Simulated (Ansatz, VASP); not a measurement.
**Sb: VASP beside Ansatz**

INCAR

```
  ALGO = Fast
  EDIFF = 1E-6
  ENCUT = 520
  GGA = PS
  ISIF = 2
  ISMEAR = 0
  LASPH = T
  LCHARG = F
  LREAL = F
  LWAVE = F
  NBANDS = 18
  NELM = 60
  PREC = Accurate
  SIGMA = 0.1
```

The input KPOINTS:

```
k-points
0
Gamma
  10 10 8
```

The input POSCAR:

```
Sb
1.0
    4.7145581790      0.0000000000     -0.0417001170
    0.0000000000      4.6702731960      0.0000000000
   -1.4336324642      0.0000000000      6.6403122046
Sb
4
Direct
    0.6669966886      0.7500000000      0.3138452023
    0.0571734617      0.2500000000      0.2398596292
    0.9366325086      0.7500000000      0.7595326350
    0.3391973412      0.2500000000      0.6867625335
```

Input for Ansatz:

```yaml
crystal:
  lattice:
    - [4.714558179, 0.0, -0.041700117]
    - [0.0, 4.670273196, 0.0]
    - [-1.4336324642, 0.0, 6.6403122046]
  atoms:
    - { symbol: Sb, position: [0.6669966886, 0.75, 0.3138452023] }
    - { symbol: Sb, position: [0.0571734617, 0.25, 0.2398596292] }
    - { symbol: Sb, position: [0.9366325086, 0.75, 0.759532635] }
    - { symbol: Sb, position: [0.3391973412, 0.25, 0.6867625335] }
basis:
  ecutwfc: 420
kpoints:
  mp_grid: { grid: [10, 10, 8] }
hamiltonian:
  xc: pbesol
scf:
  occupations: { method: gaussian, width: 0.1 }
output:
  forces: true
  stress: true
  eigenvalues: true
  populations: true
```

Alike in both runs: task single point; functional PBEsol; k mesh 10 × 10 × 8; occupations gaussian, width 0.1 eV; no spin polarisation.

|  | VASP | Ansatz |
| --- | --- | --- |
| version | VASP 6.6.1 | Ansatz 0.2.0 |
| potentials or method | VASP PAW PBE potentials, release 64 (Sb), cutoff 520 eV | scalar-relativistic, plane waves, PAW |
| valence electrons in the cell | 20 | 60 |

VASP gave:

| Quantity | Value |
| --- | --- |
| gap on the k mesh at the Fermi level (eV) | none |
| pressure (GPa) | -6.4 |
| traceless stress, the component that is largest in VASP (GPa) | -1.06 |
| rms of the force components (eV/Å) | 0.372 |

Problem. Which values does Ansatz return?

Solution. gap on the k mesh at the Fermi level (eV): none; pressure (GPa): -6.5; traceless stress, the component that is largest in VASP (GPa): -1.06; rms of the force components (eV/Å): 0.385.

VASP's potentials were made for PBE, not for PBEsol. Atom by atom the forces differ by 0.013 eV/Å (rms over components). A gap of «none» marks a metal or a gap that the smearing closes. VASP's potentials hold 20 valence electrons a cell and Ansatz's 60, so a difference there can come from the potentials and not from the codes.

Neither program's run includes spin-orbit coupling.
